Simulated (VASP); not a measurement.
# Cu (I4/mmm) in VASP: a series of runs

Cu is run at these levels: r2SCAN; tasks: single point.

Everything below comes from runs of VASP 6.6.1. Logs are shortened: lines on timing, memory, paths and dates and some standing lists are left out, and cuts for length are marked.

## Step 1: The cell of the first run

It takes space group I4/mmm (No. 139, tetragonal). Conventional cell: a = 2.694 Å, b = 2.694 Å, c = 3.211 Å, α = 90.00°, β = 90.00°, γ = 90.00°. Within 3.3 Å of Cu (site symmetry 4/mmm) lie 14 Cu at 2.49 to 3.21 Å.

## Step 2: Single point, r2SCAN

Input file POSCAR:

```
Cu
1.0
    3.8101770334      0.0000000000     -0.0001376054
    0.0000000000      3.8101770359      0.0000000000
   -1.9051483824      0.0000000000      1.6056405224
Cu
2
Direct
    0.0000000000      0.0000000000      0.0000000000
    0.5000000000      0.5000000000      0.0000000000
```

Input file INCAR.step1:

```
SYSTEM = Cu
PREC = Accurate
ENCUT = 520
ISMEAR = 0
SIGMA = 0.1
LREAL = .False.
LASPH = .True.
NELM = 60
NBANDS = 18
GGA = PE
ALGO = Normal
EDIFF = 1E-4
LWAVE = .True.
LCHARG = .False.
```

Input file INCAR.step2:

```
SYSTEM = Cu
PREC = Accurate
ENCUT = 520
EDIFF = 1E-6
ISMEAR = 0
SIGMA = 0.1
LREAL = .False.
LASPH = .True.
NELM = 60
ALGO = Normal
ISIF = 2
LWAVE = .False.
LCHARG = .True.
METAGGA = R2SCAN
LMIXTAU = .True.
LELF = .True.
LVHAR = .True.
NBANDS = 18
ISTART = 1
```

Input file KPOINTS:

```
Automatic mesh
0
Gamma
  9 9 20
  0 0 0
```

Potentials or basis: VASP PAW PBE potentials, release 64 (Cu).

Run with:

```sh
> cat potpaw_PBE.64/Cu/POTCAR > POTCAR
> cp INCAR.step1 INCAR
> mpirun -np 1 vasp_std > vasp.out
> cp INCAR.step2 INCAR
> mpirun -np 1 vasp_std > vasp.out
```

OUTCAR:

```text
SYSTEM = Cu
   PREC = Accurate
   ENCUT = 520
   EDIFF = 1E-6
   ISMEAR = 0
   LREAL = .False.
   LASPH = .True.
   NELM = 60
   ISIF = 2
   METAGGA = R2SCAN
   ISTART = 1

 ion  position               nearest neighbor table
   1  0.000  0.000  0.000-   2 2.49   2 2.49   2 2.49   2 2.49   2 2.69   2 2.69   2 2.69   2 2.69

   2  0.500  0.500  0.000-   1 2.49   1 2.49   1 2.49   1 2.49   1 2.69   1 2.69   1 2.69   1 2.69

  LATTYP: Found a simple monoclinic cell.
 ALAT       =     2.4913397556
 B/A-ratio  =     1.5293686971
 C/A-ratio  =     1.0000723432
 COS(beta)  =    -0.1693997050

  Lattice vectors:

 A1 = (   1.9050286510,   0.0000000000,   1.6055029170)
 A2 = (   0.0000000000,   3.8101770359,   0.0000000000)
 A3 = (  -1.9051483824,   0.0000000000,   1.6056405224)

Analysis of symmetry for initial positions (statically):
=====================================================================
 Subroutine PRICEL returns following result:

  LATTYP: Found a base centered monoclinic cell.
 ALAT       =     3.2111434416
 B/A-ratio  =     1.1865483760
 C/A-ratio  =     0.7758419394
 COS(beta)  =    -0.6444050359

  Lattice vectors:

 A1 = (  -0.0000598657,  -1.9050885180,   1.6055717197)
 A2 = (  -0.0000598657,   1.9050885179,   1.6055717197)
 A3 = (  -1.9050286510,   0.0000000000,  -1.6055029170)

   2 primitive cells build up your supercell.

 Routine SETGRP: Setting up the symmetry group for a
 simple monoclinic supercell.

 Subroutine GETGRP returns: Found  4 space group operations
 (whereof  4 operations were pure point group operations)
 out of a pool of  4 trial point group operations.

The static configuration has the point symmetry C_2h.

Analysis of symmetry for dynamics (positions and initial velocities):
=====================================================================
 Subroutine PRICEL returns following result:

  LATTYP: Found a base centered monoclinic cell.
 ALAT       =     3.2111434416
 B/A-ratio  =     1.1865483760
 C/A-ratio  =     0.7758419394
 COS(beta)  =    -0.6444050359

  Lattice vectors:

 A1 = (  -0.0000598657,  -1.9050885180,   1.6055717197)
 A2 = (  -0.0000598657,   1.9050885179,   1.6055717197)
 A3 = (  -1.9050286510,   0.0000000000,  -1.6055029170)

   2 primitive cells build up your supercell.

 Routine SETGRP: Setting up the symmetry group for a
 simple monoclinic supercell.

 Subroutine GETGRP returns: Found  4 space group operations
 (whereof  4 operations were pure point group operations)
 out of a pool of  4 trial point group operations.

The dynamic configuration has the point symmetry C_2h.

 Subroutine INISYM returns: Found  4 space group operations
 (whereof  4 operations are pure point group operations),
 and found     2 'primitive' translations

----------------------------------------------------------------------------------------

                                     Primitive cell

  volume of cell :      11.6544

  direct lattice vectors                    reciprocal lattice vectors
    -0.000059866 -1.905088518  1.605571720    -0.262443750 -0.262454996  0.311405764
    -0.000059866  1.905088518  1.605571720    -0.262443750  0.262454996  0.311405764
    -1.905028651  0.000000000 -1.605502917    -0.524909994  0.000000000 -0.000019572

  length of vectors
     2.491429873  2.491429873  2.491339756     0.484492412  0.484492412  0.524909994

  position of ions in fractional coordinates (direct lattice)
     0.000000000  0.000000000  0.000000000

  ion indices of the primitive-cell ions
   primitive index   ion index
                 1           1

----------------------------------------------------------------------------------------

 KPOINTS: Automatic mesh

Automatic generation of k-mesh.
 Grid dimensions read from file:
 generate k-points for:    9    9   20

 Generating k-lattice:

  Cartesian coordinates                     Fractional coordinates (reciprocal lattice)
     0.029162916  0.000000000  0.034602815     0.111111111  0.000000000  0.000000000
     0.000000000  0.029161666  0.000000000     0.000000000  0.111111111  0.000000000
     0.000001125  0.000000000  0.031141555     0.000000000  0.000000000  0.050000000

  Length of vectors
     0.045252961  0.029161666  0.031141555

  Shift w.r.t. Gamma in fractional coordinates (k-lattice)
     0.000000000  0.000000000  0.000000000

 Subroutine IBZKPT returns following result:
 ===========================================

 Found    455 irreducible k-points:

 Following reciprocal coordinates:
            Coordinates               Weight
  0.000000  0.000000  0.000000      1.000000
  0.111111  0.000000  0.000000      2.000000
  0.222222  0.000000  0.000000      2.000000
  0.333333  0.000000  0.000000      2.000000
  0.444444  0.000000  0.000000      2.000000
  0.000000  0.111111  0.000000      2.000000
[... 16 lines left out ...]
  0.222222  0.444444  0.000000      4.000000
  0.333333  0.444444  0.000000      4.000000
 [... further k-points ...]
   k-points           NKPTS =    455   k-points in BZ     NKDIM =    455   number of bands    NBANDS=     18
   number of dos      NEDOS =    301   number of ions     NIONS =      2
   total plane-waves  NPLWV =  15680
   dimension x,y,z NGX =    28 NGY =   28 NGZ =   20
   dimension x,y,z NGXF=    56 NGYF=   56 NGZF=   40
   ions per type =               2
   NGX,Y,Z   is equivalent  to a cutoff of  12.22, 12.22, 13.34 a.u.
   NGXF,Y,Z  is equivalent  to a cutoff of  24.43, 24.43, 26.69 a.u.
 SYSTEM =  Cu
   PREC   = accura    normal or accurate (medium, high low for compatibility)
   ISTART =      1    job   : 0-new  1-cont  2-samecut
   ICHARG =      0    charge: 1-file 2-atom 10-const
   ISPIN  =      1    spin polarized calculation?
   LNONCOLLINEAR =      F non collinear calculations
   LSORBIT =      F    spin-orbit coupling
   LASPH  =      T    aspherical Exc in radial PAW
   ENCUT  =  520.0 eV  38.22 Ry    6.18 a.u.   7.08  7.08  4.63*2*pi/ulx,y,z
   NELM   =     60;   NELMIN=  2; NELMDL=  0     # of ELM steps
   EDIFF  = 0.1E-05   stopping-criterion for ELM
   LREAL  =      F    real-space projection
   EDIFFG = 0.1E-04   stopping-criterion for IOM
   NSW    =      0    number of steps for IOM
   IBRION =     -1    ionic relax: 0-MD 1-quasi-New 2-CG
   NFREE  =      0    steps in history (QN), initial steepest desc. (CG)
   ISIF   =      2    stress and relaxation
   ISYM   =      2    0-nonsym 1-usesym 2-fastsym
   POTIM  = 0.5000    time-step for ionic-motion
   TEBEG  =    0.0;   TEEND  =   0.0 temperature during run
   PSTRESS=    0.0 pullay stress
   NELECT =      22.0000    total number of electrons
   NUPDOWN=      -1.0000    fix difference up-down
   EMIN   =  10.00;   EMAX   =-10.00  energy-range for DOS
   EFERMI =   0.00;   METHOD = LEGACY
   ISMEAR =     0;   SIGMA  =   0.10  broadening in eV -4-tet -1-fermi 0-gaus
   EFERMI_NEDOS =   21; number of points for ismear=-14 and -15
   IALGO  =     38    algorithm
   IMIX   =      4    mixing-type and parameters
     AMIX     =   0.40;   BMIX     =  1.00
     AMIX_MAG =   1.60;   BMIX_MAG =  1.00
  volume/ion in A,a.u.               =      11.65        78.65
  Fermi-wavevector in a.u.,A,eV,Ry     =   1.605865  3.034645 35.086740  2.578803
  Thomas-Fermi vector in A             =   2.702144
   LORBIT       =      0    0 simple, 1 ext, 2 COOP (PROOUT), +10 PAW based schemes
   METAGGA = R2SCAN    functional components
   LHFCALC =     F    Hartree Fock is set to
   AEXX    =    0.0000 exact exchange contribution
   IVDW    =     0    specifies the selected vdW correction
   LEPSILON=     F    determine dielectric tensor
   LRPA    =     F    only Hartree local field effects (RPA)
 non-spin polarized calculation
 Gauss-broadening in eV      SIGMA  =   0.10
  energy-cutoff  :      520.00
  volume of cell :       23.31
 maximum number of plane-waves:       639
   NGX = 13   NGY = 15   NGZ =  9

 number of electron      21.9999976 magnetization

 Free energy of the ion-electron system (eV)
  ---------------------------------------------------
  ext. energy  EPLUGINS =         0.00000000
  ---------------------------------------------------
  free energy    TOTEN  =       -21.60884006 eV

  energy without entropy =      -21.60508366  energy(sigma->0) =      -21.60696186

 E-fermi :   7.5740     XC(G=0): -13.8346

 val. band max:        7.5737544003   @ k =   0.2222   0.3333   0.0500
 cond. band min:       7.5792866659   @ k =   0.4444   0.4444   0.4500
 fundamental gap:      0.0055322656
 Fermi energy:         7.5740095297

 k-point     1 :       0.0000    0.0000    0.0000
  band No.  band energies     occupation
      1      -2.2081      2.00000
      2       2.3582      2.00000
      3       3.0921      2.00000
      4       4.2159      2.00000
      5       4.2161      2.00000
      6       4.7750      2.00000
[... 10 lines left out ...]
     17      30.6103      0.00000
     18      31.6915      0.00000

 k-point     2 :       0.1111    0.0000    0.0000
  band No.  band energies     occupation
      1      -1.8716      2.00000
      2       2.5227      2.00000
      3       3.1681      2.00000
      4       4.2033      2.00000
      5       4.2799      2.00000
      6       4.8040      2.00000
[... 10 lines left out ...]
     17      29.6870      0.00000
     18      31.1226      0.00000

 k-point     3 :       0.2222    0.0000    0.0000
  band No.  band energies     occupation
      1      -0.8957      2.00000
      2       2.9288      2.00000
      3       3.3595      2.00000
      4       4.1068      2.00000
      5       4.3242      2.00000
      6       4.5319      2.00000
[... 10 lines left out ...]
     17      26.7628      0.00000
     18      29.8987      0.00000

 k-point     4 :       0.3333    0.0000    0.0000
  band No.  band energies     occupation
      1       0.5868      2.00000
      2       3.3058      2.00000
      3       3.5886      2.00000
      4       3.9048      2.00000
      5       3.9927      2.00000
      6       4.2295      2.00000
[... 375 lines left out ...]
      4       3.7791      2.00000
      5       4.2994      2.00000
      6       4.3368      2.00000
[... 10 lines left out ...]
     17      26.4101      0.00000
     18      27.8998      0.00000

 k-point    23 :       0.2222    0.4444    0.0000
  band No.  band energies     occupation
      1       0.9811      2.00000
      2       1.8068      2.00000
      3       3.7955      2.00000
      4       3.9476      2.00000
      5       4.0607      2.00000
      6       4.1359      2.00000
[... 10 lines left out ...]
     17      26.8560      0.00000
     18      28.1902      0.00000

 k-point    24 :       0.3333    0.4444    0.0000
  band No.  band energies     occupation
      1       1.8161      2.00000
      2       2.2638      2.00000
      3       3.9415      2.00000
      4       4.0079      2.00000
      5       4.4696      2.00000
      6       4.5515      2.00000
[... 10 lines left out ...]
     17      27.6233      0.00000
     18      28.5420      0.00000

 [... further k-points ...]
[... 5 lines left out ...]
  --------------------------------------------------------------------------------------
  -------------------------------------------------------------------------------------
  Total       -0.4298356     -0.4721912      0.0939931      0.0000000      0.0000000     -0.0009346
  in kB      -29.5456110    -32.4570024      6.4608039      0.0000000      0.0000000     -0.0642402
  external PRESSURE =     -18.5139365 kB  Pullay stress =       0.0000000 kB

 VOLUME and BASIS-vectors are now :
 -----------------------------------------------------------------------------
  energy-cutoff  :      520.00
  volume of cell :       23.31
      direct lattice vectors                 reciprocal lattice vectors
     3.810177033  0.000000000 -0.000137605     0.262466244  0.000000000  0.311425336
     0.000000000  3.810177036  0.000000000     0.000000000  0.262454996  0.000000000
    -1.905148382  0.000000000  1.605640522     0.000022494  0.000000000  0.622831101

 POSITION                                       TOTAL-FORCE (eV/Angst)
 -----------------------------------------------------------------------------------
      0.00000      0.00000      0.00000         0.000000     -0.000000      0.000000
      1.90509      1.90509     -0.00007        -0.000000      0.000000     -0.000000
 -----------------------------------------------------------------------------------
    total drift:                               -0.000000      0.000000      0.000000

  FREE ENERGIE OF THE ION-ELECTRON SYSTEM (eV)
  ---------------------------------------------------
  free  energy   TOTEN  =       -21.6088400629 eV

  energy  without entropy=      -21.6050836650  energy(sigma->0) =      -21.60696186
```

It took 11 min on 1 thread of Oxide Virtual Turin-like, shared host; peak memory 0.24 GiB.

Results:

| Item | Value |
| --- | --- |
| Free energy | -21.6088 eV |
| Pressure | -1.9 GPa |
| Band gap on the k mesh | zero (band 11 reaches 12.02 eV, above the bottom of band 12 at 5.51 eV) |

Stress tensor (GPa, compression positive):
```
-2.95  0.00 -0.01
 0.00 -3.25  0.00
-0.01  0.00  0.65
```

Levels at points of the mesh, in eV from the Fermi level:
```
           k point  band 8  band 9  band 10  band 11  band 12  band 13  band 14  band 15
(0.00, 0.00, 0.00)   -2.10   -1.90    -1.88    -1.44     0.37     6.03    15.67    15.71
(0.00, 0.00, 0.50)   -1.59   -1.59    -1.44     0.37     4.60     6.04    10.81    11.17
```

Caveat: the PAW data sets were made with another functional, which shifts forces and pressure a little.

## Step 3: Single point, r2SCAN

POSCAR is that of step 2.

Input file INCAR.step1:

```
SYSTEM = Cu
PREC     = Accurate       ! precision mode
ENCUT    = 520            ! plane-wave cutoff, eV
ISMEAR   = 0              ! smearing method
SIGMA    = 0.1            ! smearing width, eV
LREAL    = .False.        ! projectors in reciprocal space
LASPH    = .True.         ! aspherical terms in the spheres
NELM     = 100            ! most SCF steps
NBANDS   = 18             ! bands
ISYM     = 0            
GGA      = PE             ! functional
ALGO     = Normal         ! electronic algorithm
EDIFF    = 1E-4           ! SCF threshold, eV
LWAVE    = .True.         ! write WAVECAR
LCHARG   = .False.        ! write CHGCAR
```

Input file INCAR.step2:

```
SYSTEM = Cu
PREC     = Accurate       ! precision mode
ENCUT    = 520            ! plane-wave cutoff, eV
EDIFF    = 1E-6           ! SCF threshold, eV
ISMEAR   = 0              ! smearing method
SIGMA    = 0.1            ! smearing width, eV
LREAL    = .False.        ! projectors in reciprocal space
LASPH    = .True.         ! aspherical terms in the spheres
NELM     = 100            ! most SCF steps
ALGO     = Normal         ! electronic algorithm
ISIF     = 2              ! what is computed and relaxed
LWAVE    = .False.        ! write WAVECAR
LCHARG   = .False.        ! write CHGCAR
METAGGA  = R2SCAN         ! meta-GGA
LMIXTAU  = .True.       
NBANDS   = 18             ! bands
ISYM     = 0            
ISTART   = 1
```

Input file KPOINTS:

```
regular mesh
0
Gamma
  9 9 20
  0 0 0
```

Potentials or basis: VASP PAW PBE potentials, release 64 (Cu).

Run with:

```sh
> cat potpaw_PBE.64/Cu/POTCAR > POTCAR
> cp INCAR.step1 INCAR
> mpirun -np 1 vasp_std > vasp.out
> cp INCAR.step2 INCAR
> mpirun -np 1 vasp_std > vasp.out
```

It took 28 min on 1 thread of Oxide Virtual Turin-like, shared host; peak memory 0.34 GiB.

The run converged. Its results:

- Free energy: -21.6088 eV
- Pressure: -1.8 GPa
- Band gap on the k mesh: zero (band 11 reaches 12.02 eV, above the bottom of band 12 at 5.51 eV)

Stress tensor (GPa, compression positive):
```
-2.94  0.00 -0.01
 0.00 -3.23  0.00
-0.01  0.00  0.66
```

Levels at points of the mesh, in eV from the Fermi level:
```
           k point  band 9  band 10  band 11  band 12  band 13  band 14
(0.00, 0.00, 0.00)   -1.90    -1.88    -1.44     0.37     6.03    15.67
(0.00, 0.00, 0.50)   -1.59    -1.44     0.37     4.60     6.04    10.81
```

Caveat: the PAW data sets were made with another functional, which shifts forces and pressure a little.

## Step 4: Single point, r2SCAN

This run uses another cell than the first one, of 12.03 Å³/atom, 1.032 times its volume.

Input file POSCAR:

```
Cu
1.0
    3.8101770359      0.0000000000      0.0000000000
    0.0000000000      3.8101770359      0.0000000000
   -1.9050885180      0.0000000000      1.6576287160
Cu
2
Direct
    0.0000000000      0.0000000000      0.0000000000
    0.5000000000      0.5000000000      0.0000000000
```

Input file INCAR.step1:

```
SYSTEM = Cu
ALGO     = Normal         ! electronic algorithm
EDIFF    = 1E-4           ! SCF threshold, eV
ENCUT    = 520            ! plane-wave cutoff, eV
GGA      = PE             ! functional
ISMEAR   = 0              ! smearing method
ISYM     = 0            
LASPH    = .True.         ! aspherical terms in the spheres
LCHARG   = .False.        ! write CHGCAR
LREAL    = .False.        ! projectors in reciprocal space
LWAVE    = .True.         ! write WAVECAR
NBANDS   = 18             ! bands
NELM     = 60             ! most SCF steps
PREC     = Accurate       ! precision mode
SIGMA    = 0.1            ! smearing width, eV
```

Input file INCAR.step2:

```
SYSTEM = Cu
ALGO     = Normal         ! electronic algorithm
EDIFF    = 1E-6           ! SCF threshold, eV
ENCUT    = 520            ! plane-wave cutoff, eV
ISIF     = 2              ! what is computed and relaxed
ISMEAR   = 0              ! smearing method
ISTART   = 1            
ISYM     = 0            
LASPH    = .True.         ! aspherical terms in the spheres
LCHARG   = .True.         ! write CHGCAR
LELF     = .True.         ! ELF
LMIXTAU  = .True.       
LREAL    = .False.        ! projectors in reciprocal space
LVHAR    = .True.       
LWAVE    = .False.        ! write WAVECAR
METAGGA  = R2SCAN         ! meta-GGA
NBANDS   = 18             ! bands
NELM     = 60             ! most SCF steps
PREC     = Accurate       ! precision mode
SIGMA    = 0.1            ! smearing width, eV
```

Input file KPOINTS:

```
k-points
0
Gamma
  9 9 20
  0 0 0
```

Run with:

```sh
> cat potpaw_PBE.64/Cu/POTCAR > POTCAR
> cp INCAR.step1 INCAR
> mpirun -np 1 vasp_std > vasp.out
> cp INCAR.step2 INCAR
> mpirun -np 1 vasp_std > vasp.out
```

It took 41 min on 1 thread of Oxide Virtual Turin-like, shared host; peak memory 0.35 GiB.

Results (log left out):

```yaml
Free_energy: -21.6021 eV
Pressure: -6.3 GPa
Band_gap_on_the_k_mesh: zero (band 11 reaches 11.79 eV, above the bottom of band 12 at 5.19 eV)
```

Stress tensor (GPa, compression positive):
```
-7.33  0.00 -0.13
 0.00 -7.94  0.00
-0.13  0.00 -3.77
```

Levels at points of the mesh, in eV from the Fermi level:
```
           k point  band 7  band 8  band 9  band 10  band 11  band 12  band 13  band 14  band 15  band 16
(0.00, 0.00, 0.00)   -2.65   -2.09   -1.84    -1.81    -1.45     0.61     6.08    14.92    15.04    19.09
(0.00, 0.00, 0.50)   -1.75   -1.57   -1.57    -1.45     0.61     3.92     6.08     9.90    11.42    11.42
```

Caveat: the PAW data sets were made with another functional, which shifts forces and pressure a little.
